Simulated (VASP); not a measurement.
# TlCl in VASP: single point with PBEsol

Aim: the single point of TlCl with PBEsol.

All numbers are computed with VASP 6.6.1; they aren't measurements. Logs are shortened: lines on timing, memory, paths and dates and some standing lists are left out, and cuts for length are marked.

### Step 1. The cell of the first run

The cell holds a slab with vacuum, 12 atoms: a = 5.331 Å, b = 6.529 Å, c = 22.694 Å, α = 90.00°, β = 90.00°, γ = 90.00°.

### Step 2. Single point, PBEsol (atoms taken out)

Input file INCAR:

```
SYSTEM = TlCl
  PREC = Accurate
  ENCUT = 400
  EDIFF = 1E-6
  ISMEAR = 0
  SIGMA = 0.05
  LREAL = .False.
  LASPH = .True.
  NELM = 120
  ALGO = Normal
  ISIF = 2
  LWAVE = .False.
  LCHARG = .False.
  LDIPOL = .True.
  IDIPOL = 3
  DIPOL = 0.5 0.5 0.500
  GGA = PS
  NBANDS = 72
  GGA_COMPAT = .False.
  NELMDL = -8
```

Input file KPOINTS:

```
Automatic mesh
0
Gamma
  5 4 1
  0 0 0
```

Input file POSCAR:

```
TlCl
1.0
    5.3306014400      0.0000000000      0.0000000000
    0.0000000000      6.5286267750      0.0000000000
    0.0000000000      0.0000000000     22.6940604408
Tl Cl
6 6
Direct
    0.5000000000      0.6666666667      0.3304829482
    0.0000000000      0.3333333333      0.3982897689
    0.5000000000      0.0000000000      0.4660965896
    0.0000000000      0.6666666667      0.5339034104
    0.5000000000      0.3333333333      0.6017102311
    0.0000000000      0.0000000000      0.6695170518
    0.5000000000      0.1666666667      0.3304829482
    0.0000000000      0.8333333333      0.3982897689
    0.5000000000      0.5000000000      0.4660965896
    0.0000000000      0.1666666667      0.5339034104
    0.5000000000      0.8333333333      0.6017102311
    0.0000000000      0.5000000000      0.6695170518
```

Potentials or basis: VASP PAW PBE potentials, release 64 (Tl_d, Cl).

Command:

```bash
$ cat potpaw_PBE.64/Tl_d/POTCAR potpaw_PBE.64/Cl/POTCAR > POTCAR
$ mpirun -np 1 vasp_std > vasp.out
```

OUTCAR:

```text
SYSTEM = TlCl
   PREC = Accurate
   ENCUT = 400
   EDIFF = 1E-6
   ISMEAR = 0
   LREAL = .False.
   LASPH = .True.
   NELM = 120
   ISIF = 2
   GGA = PS
   NELMDL = -8

 ion  position               nearest neighbor table
   1  0.500  0.667  0.330-   9 3.26   8 3.26   8 3.26   7 3.26   7 3.26   3 3.77   2 3.77   2 3.77

   2  0.000  0.333  0.398-   7 3.26   7 3.26   9 3.26   9 3.26   8 3.26   8 3.26  10 3.26   3 3.77
                             3 3.77   1 3.77   1 3.77   4 3.77
   3  0.500  0.000  0.466-   7 3.26   8 3.26   8 3.26   9 3.26   9 3.26  11 3.26  10 3.26  10 3.26
                             1 3.77   2 3.77   2 3.77   5 3.77   4 3.77   4 3.77
   4  0.000  0.667  0.534-  12 3.26  11 3.26  11 3.26  10 3.26  10 3.26   8 3.26   9 3.26   9 3.26
                             6 3.77   5 3.77   5 3.77   3 3.77   3 3.77   2 3.77
   5  0.500  0.333  0.602-  10 3.26  10 3.26  12 3.26  12 3.26  11 3.26  11 3.26   9 3.26   6 3.77
                             6 3.77   4 3.77   4 3.77   3 3.77
   6  0.000  0.000  0.670-  10 3.26  11 3.26  11 3.26  12 3.26  12 3.26   4 3.77   5 3.77   5 3.77

   7  0.500  0.167  0.330-   3 3.26   2 3.26   2 3.26   1 3.26   1 3.26
   8  0.000  0.833  0.398-   1 3.26   1 3.26   3 3.26   3 3.26   2 3.26   2 3.26   4 3.26
   9  0.500  0.500  0.466-   1 3.26   2 3.26   2 3.26   3 3.26   3 3.26   5 3.26   4 3.26   4 3.26

  10  0.000  0.167  0.534-   6 3.26   5 3.26   5 3.26   4 3.26   4 3.26   2 3.26   3 3.26   3 3.26

  11  0.500  0.833  0.602-   4 3.26   4 3.26   6 3.26   6 3.26   5 3.26   5 3.26   3 3.26
  12  0.000  0.500  0.670-   4 3.26   5 3.26   5 3.26   6 3.26   6 3.26

  LATTYP: Found a simple orthorhombic cell.
 ALAT       =     5.3306014400
 B/A-ratio  =     1.2247448714
 C/A-ratio  =     4.2573170582

  Lattice vectors:

 A1 = (   5.3306014400,   0.0000000000,   0.0000000000)
 A2 = (   0.0000000000,   6.5286267750,   0.0000000000)
 A3 = (   0.0000000000,   0.0000000000,  22.6940604408)

Analysis of symmetry for initial positions (statically):
=====================================================================
 Subroutine PRICEL returns:
 Original cell was already a primitive cell.

 Routine SETGRP: Setting up the symmetry group for a
 simple orthorhombic supercell.

 Subroutine GETGRP returns: Found  4 space group operations
 (whereof  2 operations were pure point group operations)
 out of a pool of  8 trial point group operations.

The static configuration has the point symmetry C_1h.
 The point group associated with its full space group is C_2h.

Analysis of symmetry for dynamics (positions and initial velocities):
=====================================================================
[... 136 lines left out ...]
  volume/ion in A,a.u.               =      65.82       444.15
  Fermi-wavevector in a.u.,A,eV,Ry     =   0.873572  1.650811 10.382977  0.763127
  Thomas-Fermi vector in A             =   1.992981
   LORBIT       =      0    0 simple, 1 ext, 2 COOP (PROOUT), +10 PAW based schemes
   GGA     = PS    functional components
   LHFCALC =     F    Hartree Fock is set to
   AEXX    =    0.0000 exact exchange contribution
   IVDW    =     0    specifies the selected vdW correction
   LEPSILON=     F    determine dielectric tensor
   LRPA    =     F    only Hartree local field effects (RPA)
 non-spin polarized calculation
 Gauss-broadening in eV      SIGMA  =   0.05
  energy-cutoff  :      400.00
  volume of cell :      789.79
 maximum number of plane-waves:     14371
 NGX is ok and might be reduce to    36
   NGX = 17   NGY = 21   NGZ = 75

 number of electron     120.0000011 magnetization

 dipolmoment           0.000000      0.000000     -0.000000 electrons x Angstroem

 Free energy of the ion-electron system (eV)
  ---------------------------------------------------
  ext. energy  EPLUGINS =         0.00000000
  ---------------------------------------------------
  free energy    TOTEN  =       -37.81900786 eV

  energy without entropy =      -37.81900786  energy(sigma->0) =      -37.81900786

 E-fermi :  -1.9787     XC(G=0):  -4.4544

 val. band max:       -2.2091839434   @ k =   0.4000   0.5000   0.0000
 cond. band min:       0.1986127100   @ k =   0.4000   0.5000   0.0000
 fundamental gap:      2.4077966535
 Fermi energy:        -1.9787169417

 k-point     1 :       0.0000    0.0000    0.0000
  band No.  band energies     occupation
      1     -15.9380      2.00000
      2     -15.6763      2.00000
      3     -15.5514      2.00000
      4     -15.5054      2.00000
      5     -14.9541      2.00000
      6     -14.9527      2.00000
[... 664 lines left out ...]
     71       3.0799      0.00000
     72       3.4030      0.00000

------------------------ aborting loop because EDIFF is reached ----------------------------------------

 vacuum level on the upper side and lower side of the slab       (xc-potential included)        -0.050        -0.050

  FORCE on cell =-STRESS in cart. coord.  units (eV):
  Direction    XX          YY          ZZ          XY          YZ          ZX
  --------------------------------------------------------------------------------------
  -------------------------------------------------------------------------------------
  Total       -2.1209286     -4.0912292     -2.3248630      0.0000000     -0.5657598      0.0000000
  in kB       -4.3025545     -8.2995420     -4.7162593      0.0000000     -1.1477106      0.0000000
  external PRESSURE =      -5.7727853 kB  Pullay stress =       0.0000000 kB

 VOLUME and BASIS-vectors are now :
 -----------------------------------------------------------------------------
  energy-cutoff  :      400.00
  volume of cell :      789.79
      direct lattice vectors                 reciprocal lattice vectors
     5.330601440  0.000000000  0.000000000     0.187596092  0.000000000  0.000000000
     0.000000000  6.528626775  0.000000000     0.000000000  0.153171568  0.000000000
     0.000000000  0.000000000 22.694060441     0.000000000  0.000000000  0.044064393

 POSITION                                       TOTAL-FORCE (eV/Angst)
 -----------------------------------------------------------------------------------
      2.66530      4.35242      7.50000         0.000000      0.230409      0.281023
      0.00000      2.17621      9.03881         0.000000     -0.292216     -0.083855
      2.66530      0.00000     10.57762         0.000000      0.029636     -0.086575
      0.00000      4.35242     12.11644         0.000000     -0.029636      0.086575
      2.66530      2.17621     13.65525         0.000000      0.292216      0.083855
      0.00000      0.00000     15.19406         0.000000     -0.230409     -0.281023
      2.66530      1.08810      7.50000         0.000000      0.114228      0.169250
      0.00000      5.44052      9.03881         0.000000     -0.178291     -0.161129
      2.66530      3.26431     10.57762         0.000000      0.026273     -0.036665
      0.00000      1.08810     12.11644         0.000000     -0.026273      0.036665
      2.66530      5.44052     13.65525         0.000000      0.178291      0.161129
      0.00000      3.26431     15.19406         0.000000     -0.114228     -0.169250
 -----------------------------------------------------------------------------------
    total drift:                                0.000000      0.000001     -0.000000

  FREE ENERGIE OF THE ION-ELECTRON SYSTEM (eV)
  ---------------------------------------------------
  free  energy   TOTEN  =       -37.8190078573 eV

  energy  without entropy=      -37.8190078573  energy(sigma->0) =      -37.81900786

 vacuum level on the upper side and lower side of the slab         3.445         3.445
```

OSZICAR:

```text
N       E                     dE             d eps       ncg     rms          rms(c)
DAV:   1     0.747190737671E+03    0.74719E+03   -0.46381E+04  1480   0.109E+03
DAV:   2     0.537489549154E+02   -0.69344E+03   -0.67138E+03  1592   0.251E+02
DAV:   3    -0.370669493401E+02   -0.90816E+02   -0.89360E+02  1472   0.744E+01
[... 20 lines left out ...]
DAV:  24    -0.378189915327E+02   -0.51026E-04   -0.30018E-06  1096   0.256E-03    0.498E-04
DAV:  25    -0.378190037709E+02   -0.12238E-04   -0.57620E-07   960   0.106E-03    0.444E-04
DAV:  26    -0.378190062774E+02   -0.25065E-05   -0.14246E-07   944   0.594E-04    0.389E-04
DAV:  27    -0.378190076186E+02   -0.13412E-05   -0.10873E-07   856   0.516E-04    0.109E-04
DAV:  28    -0.378190078573E+02   -0.23872E-06   -0.33401E-08   936   0.297E-04
   1 F= -.37819008E+02 E0= -.37819008E+02  d E =-.167319E-11
```

Run time: 10 min. Hardware: 1 thread of Intel Xeon Platinum 8488C (Sapphire Rapids), shared host; peak memory 0.67 GiB.

What came out:

```yaml
Free_energy: -37.8190 eV
Largest_force: 0.363 eV/Å
Band_gap_on_the_k_mesh: 2.41 eV
```

Forces on the atoms (eV/Å):
```
Tl   0.000  0.230  0.281
Tl   0.000 -0.292 -0.084
Tl   0.000  0.030 -0.087
Tl   0.000 -0.030  0.087
Tl   0.000  0.292  0.084
Tl   0.000 -0.230 -0.281
Cl   0.000  0.114  0.169
Cl   0.000 -0.178 -0.161
Cl   0.000  0.026 -0.037
Cl   0.000 -0.026  0.037
Cl   0.000  0.178  0.161
Cl   0.000 -0.114 -0.169
```

Levels at points of the mesh, in eV from the valence-band top:
```tsv
k point	band 58	band 59	band 60	band 61	band 62	band 63
(0.00, 0.00, 0.00)	-0.84	-0.59	-0.33	3.59	3.60	3.83
(0.00, 0.50, 0.00)	-0.17	-0.12	-0.04	2.47	2.83	2.92
```

Caveat: the cell differs from its parent crystal (atoms taken out); the PAW data sets were made with another functional, which shifts forces and pressure a little; spin-orbit coupling is left out, which moves the levels of the heavy elements.
